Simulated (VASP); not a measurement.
Wanted: the native input for a VASP 6.6.1 run.

- Task: single point
- Functional: PBE
- Potentials or basis: VASP PAW PBE potentials, release 64 (Na_pv, Ga_d)
- Cutoff: 520 eV
- k mesh: 12 × 12 × 14
- Occupations: gaussian, width 0.1 eV
- Spin: no spin polarisation
- Dipole correction: no
- Further INCAR settings: ALGO = Fast; EDIFF = 1e-07; NBANDS = 24

The structure of NaGa2 lies in POSCAR:

```
NaGa2
1.0
    4.5040797281      0.0000000000      0.0000000000
   -2.2520398641      3.9006474652      0.0000000000
    0.0000000000      0.0000000000      3.6574046032
Na Ga
1 2
Direct
    0.0000000000      0.0000000000      0.0000000000
    0.3333333333      0.6666666667      0.5000000000
    0.6666666667      0.3333333333      0.5000000000
```

These files were run (other wordings do the same):

INCAR

```
  PREC = Accurate
  ENCUT = 520
  EDIFF = 1E-7
  ISMEAR = 0
  SIGMA = 0.1
  LREAL = False
  LASPH = True
  NELM = 80
  ALGO = Fast
  ISIF = 2
  LWAVE = False
  LCHARG = False
  GGA = PE
  NBANDS = 24
```

KPOINTS

```
regular mesh
0
Gamma
  12 12 14
```

Potentials or basis: VASP PAW PBE potentials, release 64 (Na_pv, Ga_d).

The run is started by

```sh
$ cat potpaw_PBE.64/Na_pv/POTCAR potpaw_PBE.64/Ga_d/POTCAR > POTCAR
$ mpirun -np 1 vasp_std > vasp.out
```

Results of the run:

- Pressure: 0.1 GPa
- Band gap on the k mesh: zero (an odd number of electrons rules out a gap without spin polarisation)

Wall time 110 s on 1 thread of Intel(R) Xeon(R) 6975P-C (Granite Rapids) (shared host), peak memory 0.33 GiB.
